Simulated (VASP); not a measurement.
Write the native input for VASP 6.6.1 that does the following.

| Item | Value |
| --- | --- |
| Task | single point |
| Functional | LDA |
| Potentials or basis | VASP PAW LDA potentials, release 64 (Hf_pv, Ru_pv) |
| Cutoff | 520 eV |
| k mesh | 14 × 14 × 14 |
| Occupations | fermi-dirac, width 0.15 eV |
| Spin | no spin polarisation |
| Dipole correction | no |
| Further INCAR settings | ALGO = Normal; EDIFF = 1e-07; NBANDS = 19 |

The structure of HfRu lies in POSCAR:

```
HfRu
1.0
    3.1822268121      0.0000000000      0.0000000000
    0.0000000000      3.1822268121      0.0000000000
    0.0000000000      0.0000000000      3.1822268121
Hf Ru
1 1
Direct
    0.0000000000      0.0000000000      0.0000000000
    0.5000000000      0.5000000000      0.5000000000
```

One way to write it, as run:

INCAR

```
PREC = Accurate
ENCUT = 520
EDIFF = 1E-7
ISMEAR = -1
SIGMA = 0.15
LREAL = F
LASPH = T
NELM = 100
ALGO = Normal
ISIF = 2
LWAVE = F
LCHARG = T
GGA = CA
LELF = T
LVHAR = T
NBANDS = 19
```

KPOINTS

```
regular mesh
0
Gamma
  14 14 14
```

Potentials or basis: VASP PAW LDA potentials, release 64 (Hf_pv, Ru_pv).

Launch:

```sh
$ cat potpaw_LDA.64/Hf_pv/POTCAR potpaw_LDA.64/Ru_pv/POTCAR > POTCAR
$ mpirun -np 1 vasp_std > vasp.out
```

Results of the run:

The pressure is -0.3 GPa and the band gap on the k mesh is zero (band 12 reaches 9.77 eV, above the bottom of band 13 at 8.05 eV).

Caveat: spin-orbit coupling is left out, which moves the levels of the heavy elements.

Wall time 24 s on 1 thread of Intel(R) Xeon(R) Platinum 8375C CPU @ 2.90GHz (Ice Lake), on a shared host, peak memory 0.19 GiB.
